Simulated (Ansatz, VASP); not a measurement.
This is a calculation of Sb for VASP 6.6.1.

File INCAR:

```
  PREC = Accurate
  ENCUT = 520
  EDIFF = 1E-6
  ISMEAR = -1
  SIGMA = 0.05
  LREAL = F
  LASPH = T
  NELM = 100
  ALGO = Normal
  ISIF = 2
  LWAVE = F
  LCHARG = T
  GGA = CA
  LELF = T
  LVHAR = T
  NBANDS = 8
```

File KPOINTS:

```
regular mesh
0
Gamma
  10 10 10
```

Contents of POSCAR:

```
Sb
1.0
   -1.8837342335      1.8837342335      1.8837342335
    1.8837342335     -1.8837342335      1.8837342335
    1.8837342335      1.8837342335     -1.8837342335
Sb
1
Direct
    0.0000000000      0.0000000000      0.0000000000
```

Potentials or basis: VASP PAW LDA potentials, release 64 (Sb).

The run is started by

```sh
$ cat potpaw_LDA.64/Sb/POTCAR > POTCAR
$ mpirun -np 1 vasp_std > vasp.out
```

Task: Set up the same calculation for Ansatz 0.2.0. Potentials there: Ansatz PAW.

Result: As run (the cutoff follows the program's own potentials):

File input.yaml:

```yaml
crystal:
  lattice:
    - [-1.8837342335, 1.8837342335, 1.8837342335]
    - [1.8837342335, -1.8837342335, 1.8837342335]
    - [1.8837342335, 1.8837342335, -1.8837342335]
  atoms:
    - { symbol: Sb, position: [0.0, 0.0, 0.0] }
hamiltonian:
  xc: lda
  pseudopotentials: { kind: paw }
kpoints:
  mp_grid: { grid: [10, 10, 10] }
scf:
  occupations: { method: fermi_dirac, width: 0.05 }
output:
  forces: true
  stress: true
  eigenvalues: true
```

Potentials or basis: Ansatz PAW.

Command:

```bash
$ ansatz run input.yaml --threads 2 --pin off --max-ram 5632MiB --backend cpu --events-out ev --progress --plain --runs-dir out
```

Both were run:

|  | VASP | Ansatz | Ansatz less VASP |
| --- | --- | --- | --- |
| gap on the k mesh at the Fermi level (eV) | none | none | - |
| pressure (GPa) | -2.4 | -2.5 | -0.09 |

LDA's correlation is that of Perdew and Zunger in VASP and of Perdew and Wang (1992) in Ansatz. A gap of «none» marks a metal or a gap that the smearing closes. VASP's potentials hold 5 valence electrons a cell and Ansatz's 15, so a difference there can come from the potentials and not from the codes.

Spin-orbit coupling is off throughout.
